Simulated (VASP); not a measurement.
# Sc (P6/mmm) in VASP: a series of runs

The runs below take Sc through single point, with PBEsol.

All numbers are computed with VASP 6.6.1; they aren't measurements. Logs are shortened: lines on timing, memory, paths and dates and some standing lists are left out, and cuts for length are marked.

**1. The cell of the first run**

It takes space group P6/mmm (No. 191, hexagonal). The conventional cell has a = 4.852 Å, b = 4.852 Å, c = 3.047 Å, α = 90.00°, β = 90.00°, γ = 120.00°. Within 4.0 Å of Sc (site symmetry 6/mmm) lie 14 Sc at 3.05 to 3.19 Å. Sc (site symmetry -6m2) has 11 Sc at 2.80 to 3.19 Å within 3.7 Å.

This isn't the form of Sc at room conditions, which is hcp.

**2. Single point, PBEsol (20.71 Å³/atom)**

INCAR reads:

```
SYSTEM = Sc
PREC = Accurate ; ENCUT = 520
EDIFF = 1E-6 ; ISMEAR = -1
SIGMA = 0.1 ; LREAL = .False.
LASPH = .True. ; NELM = 60
ALGO = Normal ; ISIF = 2
LWAVE = .False. ; LCHARG = .True.
GGA = PS ; LELF = .True.
LVHAR = .True. ; NBANDS = 24
```

KPOINTS reads:

```
Automatic mesh
0
Gamma
  8 8 11
  0 0 0
```

POSCAR reads:

```
Sc
1.0
    4.8518123112      0.0000000000      0.0000000000
   -2.4259061556      4.2017927159      0.0000000000
    0.0000000000      0.0000000000      3.0474611580
Sc
3
Direct
    1.0000000000      1.0000000000      0.0000000000
    0.3333333333      0.6666666667      0.5000000000
    0.6666666667      0.3333333333      0.5000000000
```

Potentials or basis: VASP PAW PBE potentials, release 64 (Sc_sv).

Run with:

```sh
> cat potpaw_PBE.64/Sc_sv/POTCAR > POTCAR
> mpirun -np 1 vasp_std > vasp.out
```

OUTCAR:

```text
SYSTEM = Sc
   PREC = Accurate
   ENCUT = 520
   EDIFF = 1E-6
   ISMEAR = -1
   LREAL = .False.
   LASPH = .True.
   NELM = 60
   ISIF = 2
   GGA = PS

 ion  position               nearest neighbor table
   1  0.000  0.000  0.000-   2 3.19   3 3.19   2 3.19   3 3.19   3 3.19   3 3.19   2 3.19   2 3.19
                             3 3.19   3 3.19   2 3.19   2 3.19
   2  0.333  0.667  0.500-   3 2.80   3 2.80   3 2.80   1 3.19   1 3.19   1 3.19   1 3.19   1 3.19
                             1 3.19
   3  0.667  0.333  0.500-   2 2.80   2 2.80   2 2.80   1 3.19   1 3.19   1 3.19   1 3.19   1 3.19
                             1 3.19

  LATTYP: Found a hexagonal cell.
 ALAT       =     4.8518123112
 C/A-ratio  =     0.6281078002

  Lattice vectors:

 A1 = (   4.8518123112,   0.0000000000,   0.0000000000)
 A2 = (  -2.4259061556,   4.2017927159,   0.0000000000)
 A3 = (   0.0000000000,   0.0000000000,   3.0474611580)

Analysis of symmetry for initial positions (statically):
=====================================================================
 Subroutine PRICEL returns:
 Original cell was already a primitive cell.

 Routine SETGRP: Setting up the symmetry group for a
 hexagonal supercell.

 Subroutine GETGRP returns: Found 24 space group operations
 (whereof 24 operations were pure point group operations)
 out of a pool of 24 trial point group operations.

The static configuration has the point symmetry D_6h.

Analysis of symmetry for dynamics (positions and initial velocities):
=====================================================================
 Subroutine PRICEL returns:
 Original cell was already a primitive cell.

 Routine SETGRP: Setting up the symmetry group for a
 hexagonal supercell.

 Subroutine GETGRP returns: Found 24 space group operations
 (whereof 24 operations were pure point group operations)
 out of a pool of 24 trial point group operations.

The dynamic configuration has the point symmetry D_6h.

 Subroutine INISYM returns: Found 24 space group operations
 (whereof 24 operations are pure point group operations),
 and found     1 'primitive' translations

----------------------------------------------------------------------------------------

                                     Primitive cell

  volume of cell :      62.1265

  direct lattice vectors                    reciprocal lattice vectors
     4.851812311  0.000000000  0.000000000     0.206108550  0.118996827  0.000000000
    -2.425906156  4.201792716  0.000000000     0.000000000  0.237993654  0.000000000
     0.000000000  0.000000000  3.047461158     0.000000000  0.000000000  0.328142000

  length of vectors
     4.851812311  4.851812311  3.047461158     0.237993654  0.237993654  0.328142000

  position of ions in fractional coordinates (direct lattice)
     0.000000000  0.000000000  0.000000000
     0.333333333  0.666666667  0.500000000
     0.666666667  0.333333333  0.500000000

  ion indices of the primitive-cell ions
   primitive index   ion index
                 1           1
                 2           2
                 3           3

----------------------------------------------------------------------------------------

 KPOINTS: Automatic mesh

Automatic generation of k-mesh.
 Grid dimensions read from file:
 generate k-points for:    8    8   11

 Generating k-lattice:

  Cartesian coordinates                     Fractional coordinates (reciprocal lattice)
     0.025763569  0.014874603  0.000000000     0.125000000 -0.000000000  0.000000000
     0.000000000  0.029749207  0.000000000     0.000000000  0.125000000  0.000000000
     0.000000000  0.000000000  0.029831091     0.000000000  0.000000000  0.090909091

  Length of vectors
     0.029749207  0.029749207  0.029831091

  Shift w.r.t. Gamma in fractional coordinates (k-lattice)
     0.000000000  0.000000000  0.000000000

 Subroutine IBZKPT returns following result:
 ===========================================

 Found     60 irreducible k-points:

 Following reciprocal coordinates:
            Coordinates               Weight
  0.000000  0.000000  0.000000      1.000000
  0.125000  0.000000  0.000000      6.000000
  0.250000  0.000000  0.000000      6.000000
  0.375000  0.000000  0.000000      6.000000
  0.500000  0.000000  0.000000      3.000000
  0.125000  0.125000  0.000000      6.000000
[... 16 lines left out ...]
  0.250000  0.000000  0.181818     12.000000
  0.375000  0.000000  0.181818     12.000000
 [... further k-points ...]
   k-points           NKPTS =     60   k-points in BZ     NKDIM =     60   number of bands    NBANDS=     24
   number of dos      NEDOS =    301   number of ions     NIONS =      3
   total plane-waves  NPLWV =  31104
   dimension x,y,z NGX =    36 NGY =   36 NGZ =   24
   dimension x,y,z NGXF=    72 NGYF=   72 NGZF=   48
   ions per type =               3
   NGX,Y,Z   is equivalent  to a cutoff of  12.34, 12.34, 13.09 a.u.
   NGXF,Y,Z  is equivalent  to a cutoff of  24.67, 24.67, 26.19 a.u.
 SYSTEM =  Sc
   PREC   = accura    normal or accurate (medium, high low for compatibility)
   ISTART =      0    job   : 0-new  1-cont  2-samecut
   ICHARG =      2    charge: 1-file 2-atom 10-const
   ISPIN  =      1    spin polarized calculation?
   LNONCOLLINEAR =      F non collinear calculations
   LSORBIT =      F    spin-orbit coupling
   LASPH  =      T    aspherical Exc in radial PAW
   ENCUT  =  520.0 eV  38.22 Ry    6.18 a.u.   9.02  9.02  5.67*2*pi/ulx,y,z
   NELM   =     60;   NELMIN=  2; NELMDL= -5     # of ELM steps
   EDIFF  = 0.1E-05   stopping-criterion for ELM
   LREAL  =      F    real-space projection
   EDIFFG = 0.1E-04   stopping-criterion for IOM
   NSW    =      0    number of steps for IOM
   IBRION =     -1    ionic relax: 0-MD 1-quasi-New 2-CG
   NFREE  =      0    steps in history (QN), initial steepest desc. (CG)
   ISIF   =      2    stress and relaxation
   ISYM   =      2    0-nonsym 1-usesym 2-fastsym
   POTIM  = 0.5000    time-step for ionic-motion
   TEBEG  =    0.0;   TEEND  =   0.0 temperature during run
   PSTRESS=    0.0 pullay stress
   NELECT =      33.0000    total number of electrons
   NUPDOWN=      -1.0000    fix difference up-down
   EMIN   =  10.00;   EMAX   =-10.00  energy-range for DOS
   EFERMI =   0.00;   METHOD = LEGACY
   ISMEAR =    -1;   SIGMA  =   0.10  broadening in eV -4-tet -1-fermi 0-gaus
   EFERMI_NEDOS =   21; number of points for ismear=-14 and -15
   IALGO  =     38    algorithm
   IMIX   =      4    mixing-type and parameters
     AMIX     =   0.40;   BMIX     =  1.00
     AMIX_MAG =   1.60;   BMIX_MAG =  1.00
  volume/ion in A,a.u.               =      20.71       139.75
  Fermi-wavevector in a.u.,A,eV,Ry     =   1.325828  2.505452 23.916594  1.757820
  Thomas-Fermi vector in A             =   2.455260
   LORBIT       =      0    0 simple, 1 ext, 2 COOP (PROOUT), +10 PAW based schemes
   GGA     = PS    functional components
   LHFCALC =     F    Hartree Fock is set to
   AEXX    =    0.0000 exact exchange contribution
   IVDW    =     0    specifies the selected vdW correction
   LEPSILON=     F    determine dielectric tensor
   LRPA    =     F    only Hartree local field effects (RPA)
 non-spin polarized calculation
  energy-cutoff  :      520.00
  volume of cell :       62.13
 maximum number of plane-waves:      1697
   NGX = 19   NGY = 19   NGZ = 11

 number of electron      33.0000003 magnetization

 Free energy of the ion-electron system (eV)
  ---------------------------------------------------
  ext. energy  EPLUGINS =         0.00000000
  ---------------------------------------------------
  free energy    TOTEN  =       -19.52514874 eV

  energy without entropy =      -19.35527670  energy(sigma->0) =      -19.44021272

 E-fermi :   4.5743     XC(G=0): -10.7220

 val. band max:        4.5601730500   @ k =   0.0000   0.0000   0.0909
 cond. band min:       4.5800928993   @ k =   0.2500   0.0000   0.0909
 fundamental gap:      0.0199198493
 Fermi energy:         4.5742629260

 k-point     1 :       0.0000    0.0000    0.0000
  band No.  band energies     occupation
      1     -44.1835      2.00000
      2     -44.0201      2.00000
      3     -43.9776      2.00000
      4     -23.1493      2.00000
      5     -23.1493      2.00000
      6     -22.9296      2.00000
[... 16 lines left out ...]
     23       7.3727      0.00000
     24       7.4282      0.00000

 k-point     2 :       0.1250    0.0000    0.0000
  band No.  band energies     occupation
      1     -44.1756      2.00000
      2     -44.0221      2.00000
      3     -43.9837      2.00000
      4     -23.1843      2.00000
      5     -23.1610      2.00000
      6     -22.8885      2.00000
[... 16 lines left out ...]
     23       7.1014      0.00000
     24       7.1016      0.00000

 k-point     3 :       0.2500    0.0000    0.0000
  band No.  band energies     occupation
      1     -44.1534      2.00000
      2     -44.0282      2.00000
      3     -44.0003      2.00000
      4     -23.2440      2.00000
      5     -23.1527      2.00000
      6     -22.8117      2.00000
[... 16 lines left out ...]
     23       7.0033      0.00000
     24       7.4740      0.00000

 k-point     4 :       0.3750    0.0000    0.0000
  band No.  band energies     occupation
      1     -44.1221      2.00000
      2     -44.0435      2.00000
      3     -44.0169      2.00000
      4     -23.2886      2.00000
      5     -23.0926      2.00000
      6     -22.8014      2.00000
[... 16 lines left out ...]
     23       7.1343      0.00000
     24       7.9893      0.00000

 k-point     5 :       0.5000    0.0000    0.0000
  band No.  band energies     occupation
      1     -44.0983      2.00000
      2     -44.0627      2.00000
      3     -44.0216      2.00000
      4     -23.3047      2.00000
      5     -23.0221      2.00000
      6     -22.8954      2.00000
[... 16 lines left out ...]
     23       7.4644      0.00000
     24       7.5149      0.00000

 k-point     6 :       0.1250    0.1250    0.0000
  band No.  band energies     occupation
      1     -44.1605      2.00000
      2     -44.0258      2.00000
      3     -43.9954      2.00000
      4     -23.2184      2.00000
      5     -23.1716      2.00000
      6     -22.8231      2.00000
[... 16 lines left out ...]
     23       6.9181      0.00000
     24       7.3569      0.00000
[... 379 lines left out ...]
 k-point    21 :       0.0000    0.0000    0.1818
  band No.  band energies     occupation
      1     -44.1627      2.00000
      2     -44.0130      2.00000
      3     -43.9646      2.00000
      4     -23.1321      2.00000
      5     -23.1321      2.00000
      6     -22.8912      2.00000
[... 16 lines left out ...]
     23       7.1889      0.00000
     24       7.1889      0.00000

 k-point    22 :       0.1250    0.0000    0.1818
  band No.  band energies     occupation
      1     -44.1553      2.00000
      2     -44.0145      2.00000
      3     -43.9707      2.00000
      4     -23.1593      2.00000
      5     -23.1371      2.00000
      6     -22.8788      2.00000
[... 16 lines left out ...]
     23       7.0070      0.00000
     24       7.1955      0.00000

 k-point    23 :       0.2500    0.0000    0.1818
  band No.  band energies     occupation
      1     -44.1346      2.00000
      2     -44.0190      2.00000
      3     -43.9873      2.00000
      4     -23.2092      2.00000
      5     -23.1279      2.00000
      6     -22.8542      2.00000
[... 16 lines left out ...]
     23       7.0781      0.00000
     24       7.3843      0.00000

 k-point    24 :       0.3750    0.0000    0.1818
  band No.  band energies     occupation
      1     -44.1055      2.00000
      2     -44.0304      2.00000
      3     -44.0055      2.00000
      4     -23.2481      2.00000
      5     -23.0824      2.00000
      6     -22.8660      2.00000
[... 16 lines left out ...]
     23       7.2099      0.00000
     24       7.7842      0.00000

 [... further k-points ...]

------------------------ aborting loop because EDIFF is reached ----------------------------------------

  FORCE on cell =-STRESS in cart. coord.  units (eV):
  Direction    XX          YY          ZZ          XY          YZ          ZX
  --------------------------------------------------------------------------------------
  -------------------------------------------------------------------------------------
  Total        3.3552584      3.3552584      3.3702472      0.0000000      0.0000000      0.0000000
  in kB       86.5286174     86.5286174     86.9151630      0.0000000      0.0000000      0.0000000
  external PRESSURE =      86.6574660 kB  Pullay stress =       0.0000000 kB

 VOLUME and BASIS-vectors are now :
 -----------------------------------------------------------------------------
  energy-cutoff  :      520.00
  volume of cell :       62.13
      direct lattice vectors                 reciprocal lattice vectors
     4.851812311  0.000000000  0.000000000     0.206108550  0.118996827  0.000000000
    -2.425906156  4.201792716  0.000000000     0.000000000  0.237993654  0.000000000
     0.000000000  0.000000000  3.047461158     0.000000000  0.000000000  0.328142000

 POSITION                                       TOTAL-FORCE (eV/Angst)
 -----------------------------------------------------------------------------------
      0.00000      0.00000      0.00000         0.000000      0.000000      0.000000
     -0.00000      2.80120      1.52373        -0.000000      0.000000     -0.000000
      2.42591      1.40060      1.52373         0.000000      0.000000      0.000000
 -----------------------------------------------------------------------------------
    total drift:                                0.000000      0.000000     -0.000000

  FREE ENERGIE OF THE ION-ELECTRON SYSTEM (eV)
  ---------------------------------------------------
  free  energy   TOTEN  =       -19.5251487354 eV

  energy  without entropy=      -19.3552767036  energy(sigma->0) =      -19.44021272
```

It took 49 s on 1 thread of AMD EPYC 9R45 (Zen 5), shared host; peak memory 0.19 GiB.

What came out:

* Free energy: -19.5251 eV
* Pressure: 8.7 GPa
* Band gap on the k mesh: zero (an odd number of electrons rules out a gap without spin polarisation)

Levels at points of the mesh, in eV from the Fermi level:
```tsv
k point	band 13	band 14	band 15	band 16	band 17	band 18	band 19	band 20
(0.00, 0.00, 0.00)	-5.33	-1.04	0.05	0.05	0.09	0.09	0.85	1.85
(0.50, 0.00, 0.00)	-3.08	-2.98	-1.82	0.46	0.62	0.65	1.10	1.26
```

Caveat: the cell stands under pressure; the PAW data sets were made with another functional, which shifts forces and pressure a little.

**3. Single point, PBEsol (21.65 Å³/atom)**

This run uses another cell than the first one, of 21.65 Å³/atom.

INCAR reads:

```
SYSTEM = Sc
ALGO     = Normal         ! electronic algorithm
EDIFF    = 1E-6           ! SCF threshold, eV
ENCUT    = 520            ! plane-wave cutoff, eV
GGA      = PS             ! functional
ISIF     = 2              ! what is computed and relaxed
ISMEAR   = -1             ! smearing method
LASPH    = .TRUE.         ! aspherical terms in the spheres
LCHARG   = .FALSE.        ! write CHGCAR
LREAL    = .FALSE.        ! projectors in reciprocal space
LWAVE    = .FALSE.        ! write WAVECAR
NBANDS   = 24             ! bands
NELM     = 80             ! most SCF steps
PREC     = Accurate       ! precision mode
SIGMA    = 0.1            ! smearing width, eV
```

KPOINTS reads:

```
k-points
0
G
  8 8 11
  0 0 0
```

POSCAR reads:

```
Sc
1.0
    4.9242380981      0.0000000000      0.0000000000
   -2.4621190490      4.2645152872      0.0000000000
    0.0000000000      0.0000000000      3.0929523597
Sc
3
Direct
    1.0000000000      1.0000000000      0.0000000000
    0.3333333333      0.6666666667      0.5000000000
    0.6666666667      0.3333333333      0.5000000000
```

Potentials or basis: VASP PAW PBE potentials, release 64 (Sc_sv).

Run with:

```sh
> cat potpaw_PBE.64/Sc_sv/POTCAR > POTCAR
> mpirun -np 1 vasp_std > vasp.out
```

It took 57 s on 1 thread of AMD EPYC 9R45 (Zen 5), shared host; peak memory 0.19 GiB.

It converged, with:

```yaml
Free_energy: -19.6487 eV
Pressure: 5.3 GPa
Band_gap_on_the_k_mesh: zero (an odd number of electrons rules out a gap without spin polarisation)
```

Stress tensor (GPa, compression positive):
```
5.23 0.00 0.00
0.00 5.23 0.00
0.00 0.00 5.33
```

Levels at points of the mesh, in eV from the Fermi level:
| k point | band 12 | band 13 | band 14 | band 15 | band 16 | band 17 | band 18 | band 19 | band 20 | band 21 |
| --- | --- | --- | --- | --- | --- | --- | --- | --- | --- | --- |
| (0.00, 0.00, 0.00) | -27.22 | -5.27 | -0.96 | 0.02 | 0.02 | 0.05 | 0.05 | 0.80 | 1.79 | 2.29 |
| (0.50, 0.00, 0.00) | -27.26 | -3.09 | -3.00 | -1.75 | 0.47 | 0.62 | 0.66 | 1.08 | 1.10 | 1.55 |

Caveat: the cell stands under pressure; the PAW data sets were made with another functional, which shifts forces and pressure a little.

**4. Single point, PBEsol (22.59 Å³/atom)**

This run uses another cell than the first one, of 22.59 Å³/atom.

INCAR reads:

```
SYSTEM = Sc
ALGO     = Normal         ! electronic algorithm
EDIFF    = 1E-7           ! SCF threshold, eV
ENCUT    = 520            ! plane-wave cutoff, eV
GGA      = PS             ! functional
ISIF     = 2              ! what is computed and relaxed
ISMEAR   = -1             ! smearing method
LASPH    = .True.         ! aspherical terms in the spheres
LCHARG   = .False.        ! write CHGCAR
LREAL    = .False.        ! projectors in reciprocal space
LWAVE    = .False.        ! write WAVECAR
NBANDS   = 24             ! bands
NELM     = 60             ! most SCF steps
PREC     = Accurate       ! precision mode
SIGMA    = 0.1            ! smearing width, eV
```

KPOINTS reads:

```
k-points
0
Gamma
  8 8 11
  0 0 0
```

POSCAR reads:

```
Sc
1.0
    4.9945938620      0.0000000000      0.0000000000
   -2.4972969310      4.3254451661      0.0000000000
    0.0000000000      0.0000000000      3.1371433638
Sc
3
Direct
    1.0000000000      1.0000000000      0.0000000000
    0.3333333333      0.6666666667      0.5000000000
    0.6666666667      0.3333333333      0.5000000000
```

Run with:

```sh
> cat potpaw_PBE.64/Sc_sv/POTCAR > POTCAR
> mpirun -np 1 vasp_std > vasp.out
```

Wall time 62 s (1 thread of AMD EPYC 9R45 (Zen 5), shared host); peak memory 0.2 GiB.

It converged, with:

| Item | Value |
| --- | --- |
| Free energy | -19.7172 eV |
| Pressure | 2.4 GPa |
| Band gap on the k mesh | zero (an odd number of electrons rules out a gap without spin polarisation) |

Stress tensor (GPa, compression positive):
```
2.38 0.00 0.00
0.00 2.38 0.00
0.00 0.00 2.46
```

Levels at points of the mesh, in eV from the Fermi level:
| k point | band 12 | band 13 | band 14 | band 15 | band 16 | band 17 | band 18 | band 19 | band 20 | band 21 |
| --- | --- | --- | --- | --- | --- | --- | --- | --- | --- | --- |
| (0.00, 0.00, 0.00) | -27.37 | -5.21 | -0.89 | 0.00 | 0.00 | 0.02 | 0.02 | 0.76 | 1.72 | 2.21 |
| (0.50, 0.00, 0.00) | -27.40 | -3.09 | -3.02 | -1.69 | 0.47 | 0.61 | 0.65 | 0.96 | 1.05 | 1.49 |

Caveat: the PAW data sets were made with another functional, which shifts forces and pressure a little.

[end of part 1 of 2]
